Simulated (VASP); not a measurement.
# In4P (Pm-3m) in VASP: a series of runs

In4P is run at these levels: PBE; tasks: single point.

Everything below comes from runs of VASP 6.6.1. Logs are shortened: lines on timing, memory, paths and dates and some standing lists are left out, and cuts for length are marked.

## 1. The cell of the first run

Symmetry: Pm-3m, No. 221, cubic system. Conventional cell: a = 5.234 Å, b = 5.234 Å, c = 5.234 Å, α = 90.00°, β = 90.00°, γ = 90.00°. In (site symmetry 4/mmm) has 2 In at 2.62 Å within 3.5 Å. In (site symmetry m-3m) has 6 In at 2.62 Å within 3.5 Å. P (site symmetry m-3m) has 20 In at 3.70 to 4.53 Å within 4.9 Å.

The cell was generated, and may not be a known phase.

## 2. Single point, PBE

File INCAR:

```
SYSTEM = In4P
PREC = Accurate
ENCUT = 520
EDIFF = 1E-6
ISMEAR = 0
SIGMA = 0.1
LREAL = .False.
LASPH = .True.
NELM = 100
ALGO = Normal
ISIF = 2
LWAVE = .False.
LCHARG = .True.
GGA = PE
LELF = .True.
LVHAR = .True.
NBANDS = 36
```

File KPOINTS:

```
Automatic mesh
0
Gamma
  4 4 4
  0 0 0
```

File POSCAR:

```
In4P
1.0
    5.2338027600      0.0000000000      0.0000000000
    0.0000000000      5.2338027600      0.0000000000
    0.0000000000      0.0000000000      5.2338027600
In P
4 1
Direct
    0.5000000000      0.0000000000      0.0000000000
    0.0000000000      0.5000000000      0.0000000000
    0.0000000000      0.0000000000      0.5000000000
    0.0000000000      0.0000000000      0.0000000000
    0.5000000000      0.5000000000      0.5000000000
```

Potentials or basis: VASP PAW PBE potentials, release 64 (In_d, P).

The run is started by

```sh
$ cat potpaw_PBE.64/In_d/POTCAR potpaw_PBE.64/P/POTCAR > POTCAR
$ mpirun -np 1 vasp_std > vasp.out
```

OUTCAR:

```text
SYSTEM = In4P
   PREC = Accurate
   ENCUT = 520
   EDIFF = 1E-6
   ISMEAR = 0
   LREAL = .False.
   LASPH = .True.
   NELM = 100
   ISIF = 2
   GGA = PE

 ion  position               nearest neighbor table
   1  0.500  0.000  0.000-   4 2.62   4 2.62   2 3.70   3 3.70   2 3.70   2 3.70   3 3.70   3 3.70
                             3 3.70   2 3.70
   2  0.000  0.500  0.000-   4 2.62   4 2.62   1 3.70   3 3.70   1 3.70   3 3.70   3 3.70   3 3.70
                             1 3.70   1 3.70
   3  0.000  0.000  0.500-   4 2.62   4 2.62   1 3.70   1 3.70   2 3.70   2 3.70   2 3.70   2 3.70
                             1 3.70   1 3.70
   4  0.000  0.000  0.000-   1 2.62   2 2.62   3 2.62   3 2.62   2 2.62   1 2.62
   5  0.500  0.500  0.500-

  LATTYP: Found a simple cubic cell.
 ALAT       =     5.2338027600

  Lattice vectors:

 A1 = (   5.2338027600,   0.0000000000,   0.0000000000)
 A2 = (   0.0000000000,   5.2338027600,   0.0000000000)
 A3 = (   0.0000000000,   0.0000000000,   5.2338027600)

Analysis of symmetry for initial positions (statically):
=====================================================================
 Subroutine PRICEL returns:
 Original cell was already a primitive cell.

 Routine SETGRP: Setting up the symmetry group for a
 simple cubic supercell.

 Subroutine GETGRP returns: Found 48 space group operations
 (whereof 48 operations were pure point group operations)
 out of a pool of 48 trial point group operations.

The static configuration has the point symmetry O_h .

Analysis of symmetry for dynamics (positions and initial velocities):
=====================================================================
 Subroutine PRICEL returns:
 Original cell was already a primitive cell.

 Routine SETGRP: Setting up the symmetry group for a
 simple cubic supercell.

 Subroutine GETGRP returns: Found 48 space group operations
 (whereof 48 operations were pure point group operations)
 out of a pool of 48 trial point group operations.

The dynamic configuration has the point symmetry O_h .

 Subroutine INISYM returns: Found 48 space group operations
 (whereof 48 operations are pure point group operations),
 and found     1 'primitive' translations

----------------------------------------------------------------------------------------

                                     Primitive cell

  volume of cell :     143.3679

  direct lattice vectors                    reciprocal lattice vectors
     5.233802760  0.000000000  0.000000000     0.191065664  0.000000000  0.000000000
[... 81 lines left out ...]
   IBRION =     -1    ionic relax: 0-MD 1-quasi-New 2-CG
   NFREE  =      0    steps in history (QN), initial steepest desc. (CG)
   ISIF   =      2    stress and relaxation
   ISYM   =      2    0-nonsym 1-usesym 2-fastsym
   POTIM  = 0.5000    time-step for ionic-motion
   TEBEG  =    0.0;   TEEND  =   0.0 temperature during run
   PSTRESS=    0.0 pullay stress
   NELECT =      57.0000    total number of electrons
   NUPDOWN=      -1.0000    fix difference up-down
   EMIN   =  10.00;   EMAX   =-10.00  energy-range for DOS
   EFERMI =   0.00;   METHOD = LEGACY
   ISMEAR =     0;   SIGMA  =   0.10  broadening in eV -4-tet -1-fermi 0-gaus
   EFERMI_NEDOS =   21; number of points for ismear=-14 and -15
   IALGO  =     38    algorithm
   IMIX   =      4    mixing-type and parameters
     AMIX     =   0.40;   BMIX     =  1.00
     AMIX_MAG =   1.60;   BMIX_MAG =  1.00
  volume/ion in A,a.u.               =      28.67       193.50
  Fermi-wavevector in a.u.,A,eV,Ry     =   1.203785  2.274825 19.716195  1.449099
  Thomas-Fermi vector in A             =   2.339529
   LORBIT       =      0    0 simple, 1 ext, 2 COOP (PROOUT), +10 PAW based schemes
   GGA     = PE    functional components
   LHFCALC =     F    Hartree Fock is set to
   AEXX    =    0.0000 exact exchange contribution
   IVDW    =     0    specifies the selected vdW correction
   LEPSILON=     F    determine dielectric tensor
   LRPA    =     F    only Hartree local field effects (RPA)
 non-spin polarized calculation
 Gauss-broadening in eV      SIGMA  =   0.10
  energy-cutoff  :      520.00
  volume of cell :      143.37
 maximum number of plane-waves:      3900
 NGX is ok and might be reduce to    40
   NGX = 19   NGY = 19   NGZ = 19

 number of electron      57.0000030 magnetization

 Free energy of the ion-electron system (eV)
  ---------------------------------------------------
  ext. energy  EPLUGINS =         0.00000000
  ---------------------------------------------------
  free energy    TOTEN  =       -11.72344627 eV

  energy without entropy =      -11.71950190  energy(sigma->0) =      -11.72147408

 E-fermi :   5.4628     XC(G=0):  -9.4020

 val. band max:        5.3538918288   @ k =   0.2500   0.2500   0.2500
 cond. band min:       5.5312950825   @ k =   0.0000   0.0000   0.0000
 fundamental gap:      0.1774032538
 Fermi energy:         5.4627536029

 k-point     1 :       0.0000    0.0000    0.0000
  band No.  band energies     occupation
      1     -10.8652      2.00000
      2     -10.8652      2.00000
      3     -10.2872      2.00000
      4     -10.2872      2.00000
      5     -10.2872      2.00000
      6      -9.8539      2.00000
[... 379 lines left out ...]
     35      11.8753      0.00000
     36      11.9036      0.00000

------------------------ aborting loop because EDIFF is reached ----------------------------------------

  FORCE on cell =-STRESS in cart. coord.  units (eV):
  Direction    XX          YY          ZZ          XY          YZ          ZX
  --------------------------------------------------------------------------------------
  -------------------------------------------------------------------------------------
  Total        5.3153992      5.3153992      5.3153992     -0.0000000     -0.0000000     -0.0000000
  in kB       59.4010903     59.4010903     59.4010903     -0.0000000     -0.0000000     -0.0000000
  external PRESSURE =      59.4010903 kB  Pullay stress =       0.0000000 kB

 VOLUME and BASIS-vectors are now :
 -----------------------------------------------------------------------------
  energy-cutoff  :      520.00
  volume of cell :      143.37
      direct lattice vectors                 reciprocal lattice vectors
     5.233802760  0.000000000  0.000000000     0.191065664  0.000000000  0.000000000
     0.000000000  5.233802760  0.000000000     0.000000000  0.191065664  0.000000000
     0.000000000  0.000000000  5.233802760     0.000000000  0.000000000  0.191065664

 POSITION                                       TOTAL-FORCE (eV/Angst)
 -----------------------------------------------------------------------------------
      2.61690      0.00000      0.00000         0.000000      0.000000      0.000000
      0.00000      2.61690      0.00000         0.000000      0.000000      0.000000
      0.00000      0.00000      2.61690         0.000000      0.000000      0.000000
      0.00000      0.00000      0.00000         0.000000      0.000000      0.000000
      2.61690      2.61690      2.61690         0.000000      0.000000      0.000000
 -----------------------------------------------------------------------------------
    total drift:                               -0.000000      0.000000     -0.000000

  FREE ENERGIE OF THE ION-ELECTRON SYSTEM (eV)
  ---------------------------------------------------
  free  energy   TOTEN  =       -11.7234462720 eV

  energy  without entropy=      -11.7195018980  energy(sigma->0) =      -11.72147408
```

OSZICAR:

```text
N       E                     dE             d eps       ncg     rms          rms(c)
DAV:   1     0.558978907886E+03    0.55898E+03   -0.26791E+04   720   0.199E+03
DAV:   2     0.498774229003E+02   -0.50910E+03   -0.50132E+03   720   0.490E+02
DAV:   3    -0.912245196578E+01   -0.59000E+02   -0.58039E+02   828   0.189E+02
DAV:   4    -0.122574873903E+02   -0.31350E+01   -0.31186E+01   828   0.447E+01
DAV:   5    -0.124273037803E+02   -0.16982E+00   -0.16978E+00  1120   0.878E+00    0.797E+00
DAV:   6    -0.117947001996E+02    0.63260E+00   -0.43594E+00   948   0.109E+01    0.421E+00
DAV:   7    -0.117384509386E+02    0.56249E-01   -0.44075E-01   788   0.318E+00    0.209E+00
DAV:   8    -0.117242527438E+02    0.14198E-01   -0.71395E-02   976   0.168E+00    0.473E-01
DAV:   9    -0.117231530001E+02    0.10997E-02   -0.17128E-02   880   0.125E+00    0.301E-01
DAV:  10    -0.117234215406E+02   -0.26854E-03   -0.19874E-03   880   0.396E-01    0.113E-01
DAV:  11    -0.117234606104E+02   -0.39070E-04   -0.16724E-04  1180   0.111E-01    0.562E-02
DAV:  12    -0.117234485266E+02    0.12084E-04   -0.28225E-05   940   0.547E-02    0.154E-02
DAV:  13    -0.117234461806E+02    0.23460E-05   -0.37298E-06   640   0.317E-02    0.668E-03
DAV:  14    -0.117234462720E+02   -0.91369E-07   -0.92241E-07   444   0.748E-03
   1 F= -.11723446E+02 E0= -.11721474E+02  d E =-.394437E-02
```

stdout:

```text
POSCAR found type information on POSCAR InP
 POSCAR found :  2 types and       5 ions
 scaLAPACK will be used
 LDA part: xc-table for (Slater+PW92), standard interpolation
 POSCAR, INCAR and KPOINTS ok, starting setup
 FFT: planning ... GRIDC
 FFT: planning ... GRID_SOFT
 FFT: planning ... GRID
 WAVECAR not read
 entering main loop
```

Wall time 89 s (1 thread of Intel Xeon 8259CL, shared host); peak memory 0.25 GiB.

Results:

```yaml
Free_energy: -11.7234 eV
Pressure: 5.9 GPa
Band_gap_on_the_k_mesh: zero (an odd number of electrons rules out a gap without spin polarisation)
```

Caveat: the cell stands under pressure; spin-orbit coupling is left out, which moves the levels of the heavy elements.

## 3. Single point, PBE

This run uses another cell than the first one, of 32.93 Å³/atom.

File INCAR:

```
SYSTEM = In4P
ALGO = Normal
EDIFF = 1E-6
ENCUT = 520
GGA = PE
ISIF = 2
ISMEAR = 0
LASPH = .True.
LCHARG = .False.
LREAL = .False.
LWAVE = .False.
NBANDS = 36
NELM = 80
PREC = Accurate
SIGMA = 0.1
```

File KPOINTS:

```
k-points
0
Gamma
  4 4 4
  0 0 0
```

POSCAR: that of step 2 with these lines changed.

```diff
@@ -2,5 +2,5 @@
 1.0
-    5.2338027600      0.0000000000      0.0000000000
-    0.0000000000      5.2338027600      0.0000000000
-    0.0000000000      0.0000000000      5.2338027600
+    5.4809410476      0.0000000000      0.0000000000
+    0.0000000000      5.4809410476      0.0000000000
+    0.0000000000      0.0000000000      5.4809410476
 In P
```

Potentials or basis: VASP PAW PBE potentials, release 64 (In_d, P).

The run is started by

```sh
$ cat potpaw_PBE.64/In_d/POTCAR potpaw_PBE.64/P/POTCAR > POTCAR
$ mpirun -np 1 vasp_std > vasp.out
```

Wall time 1.7 min (1 thread of Intel Xeon 8259CL, shared host); peak memory 0.27 GiB.

It converged, with:

```yaml
Free_energy: -12.0754 eV
Pressure: 0.0 GPa
Band_gap_on_the_k_mesh: zero (an odd number of electrons rules out a gap without spin polarisation)
```

Levels at points of the mesh, in eV from the Fermi level:
```csv
k point,band 25,band 26,band 27,band 28,band 29,band 30,band 31,band 32
"(0.00, 0.00, 0.00)",-2.74,-2.74,-2.74,0.07,0.07,0.07,0.30,3.00
"(0.50, 0.00, 0.00)",-2.15,-2.15,-1.72,-0.60,-0.60,1.02,1.60,2.30
"(0.50, 0.50, 0.00)",-2.00,-1.68,-0.34,-0.34,-0.31,-0.12,1.51,1.51
"(0.50, 0.50, 0.50)",-5.34,-1.98,-1.98,-1.98,2.46,2.46,2.46,4.44
```

Caveat: spin-orbit coupling is left out, which moves the levels of the heavy elements.

## 4. Single point, PBE

This run uses another cell than the first one, of 33.86 Å³/atom.

File INCAR:

```
SYSTEM = In4P
  PREC = Accurate
  ENCUT = 520
  EDIFF = 1E-6
  ISMEAR = 0
  SIGMA = 0.1
  LREAL = .False.
  LASPH = .True.
  NELM = 100
  ALGO = Normal
  ISIF = 2
  LWAVE = .False.
  LCHARG = .False.
  GGA = PE
  NBANDS = 36
```

File KPOINTS:

```
Automatic mesh
0
Gamma
  8 8 8
  0 0 0
```

POSCAR: that of step 3 with these lines changed.

```diff
@@ -2,5 +2,5 @@
 1.0
-    5.4809410476      0.0000000000      0.0000000000
-    0.0000000000      5.4809410476      0.0000000000
-    0.0000000000      0.0000000000      5.4809410476
+    5.5319547387      0.0000000000      0.0000000000
+    0.0000000000      5.5319547387      0.0000000000
+    0.0000000000      0.0000000000      5.5319547387
 In P
```

The run is started by

```sh
$ cat potpaw_PBE.64/In_d/POTCAR potpaw_PBE.64/P/POTCAR > POTCAR
$ mpirun -np 1 vasp_std > vasp.out
```

It took 5.5 min on 1 thread of Intel Xeon 8259CL, shared host; peak memory 0.36 GiB.

The run converged. Its results:

| Item | Value |
| --- | --- |
| Free energy | -11.9701 eV |
| Pressure | 0.0 GPa |
| Band gap on the k mesh | zero (an odd number of electrons rules out a gap without spin polarisation) |

Levels at points of the mesh, in eV from the Fermi level:
```
           k point  band 24  band 25  band 26  band 27  band 28  band 29  band 30  band 31  band 32  band 33
(0.00, 0.00, 0.00)    -3.07    -2.41    -2.41    -2.41     0.14     0.14     0.14     0.43     3.15     3.15
(0.50, 0.00, 0.00)    -2.92    -1.80    -1.80    -1.55    -0.52    -0.52     1.02     1.77     2.40     2.83
(0.50, 0.50, 0.00)    -5.37    -1.81    -1.33    -0.28    -0.28    -0.12    -0.11     1.70     1.70     3.24
(0.50, 0.50, 0.50)    -5.06    -5.06    -1.80    -1.80    -1.80     2.47     2.47     2.47     4.59     4.59
```

Caveat: spin-orbit coupling is left out, which moves the levels of the heavy elements.

## 5. Summary

```tsv
cell	k mesh	gap on the mesh (eV)	pressure (GPa)
a = 5.234 Å, 5 atoms	4 × 4 × 4	none	5.9
a = 5.481 Å, 5 atoms	4 × 4 × 4	none	0.0
a = 5.532 Å, 5 atoms	8 × 8 × 8	none	0.0
```

Alike in all rows: task single point; level PBE; potentials or basis VASP PAW PBE potentials, release 64 (In_d, P); no spin polarisation; cutoff (eV) 520; smearing gaussian 0.1 eV.

Caveats: spin-orbit coupling is left out, which moves the levels of the heavy elements; the cell stands under pressure (at least some runs).

Total energies depend on the potentials used, so only differences within one code and one set of settings carry meaning.

The gap in the log of VASP goes by the Fermi energy; the results here count the filled bands.